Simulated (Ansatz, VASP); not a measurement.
## AlAs in VASP and in Ansatz

The input INCAR:

```
SYSTEM = AlAs
  PREC = Accurate
  ENCUT = 500
  EDIFF = 1E-6
  ISMEAR = 0
  SIGMA = 0.1
  LREAL = .False.
  LASPH = .True.
  NELM = 120
  ALGO = Normal
  ISIF = 2
  LWAVE = .False.
  LCHARG = .False.
  NBANDS = 11
  GGA_COMPAT = .False.
```

KPOINTS

```
Automatic mesh
0
Gamma
  6 6 6
  0 0 0
```

File POSCAR:

```
AlAs
1.0
    0.0000000000      2.8379008000      2.8379008000
    2.8379008000      0.0000000000      2.8379008000
    2.8379008000      2.8379008000      0.0000000000
Al As
1 1
Direct
    0.0000000000      0.0000000000      0.0000000000
    0.2500000000      0.2500000000      0.2500000000
```

Input for Ansatz:

```yaml
crystal:
  lattice:
    - [0.0, 2.8379008, 2.8379008]
    - [2.8379008, 0.0, 2.8379008]
    - [2.8379008, 2.8379008, 0.0]
  atoms:
    - { symbol: Al, position: [0.0, 0.0, 0.0] }
    - { symbol: As, position: [0.25, 0.25, 0.25] }
basis:
  ecutwfc: 420
kpoints:
  mp_grid: { grid: [6, 6, 6] }
hamiltonian:
  xc: lda
  pseudopotentials: { kind: paw, azcp: { folder: soft_1 } }
scf:
  occupations: { method: gaussian, width: 0.1 }
output:
  forces: true
  stress: true
  eigenvalues: true
```

Alike in both runs: task single point; functional LDA; k mesh 6 × 6 × 6; occupations gaussian, width 0.1 eV; no spin polarisation.

|  | VASP | Ansatz |
| --- | --- | --- |
| version | VASP 6.6.1 | Ansatz 0.2.0 |
| potentials or method | VASP PAW LDA potentials, release 64 (Al, As), cutoff 500 eV | scalar-relativistic, plane waves, PAW |
| valence electrons in the cell | 8 | 18 |

```csv
,VASP,Ansatz,Ansatz less VASP
gap on the k mesh at the Fermi level (eV),1.35,1.36,+0.013
least direct gap on the mesh (eV),1.82,1.79,-0.033
pressure (GPa),-1.5,-1.8,-0.32
```

Ansatz warns that its potentials were made for another functional, while VASP's fit it. LDA's correlation is that of Perdew and Zunger in VASP and of Perdew and Wang (1992) in Ansatz. VASP's potentials hold 8 valence electrons a cell and Ansatz's 18, so a difference there can come from the potentials and not from the codes.
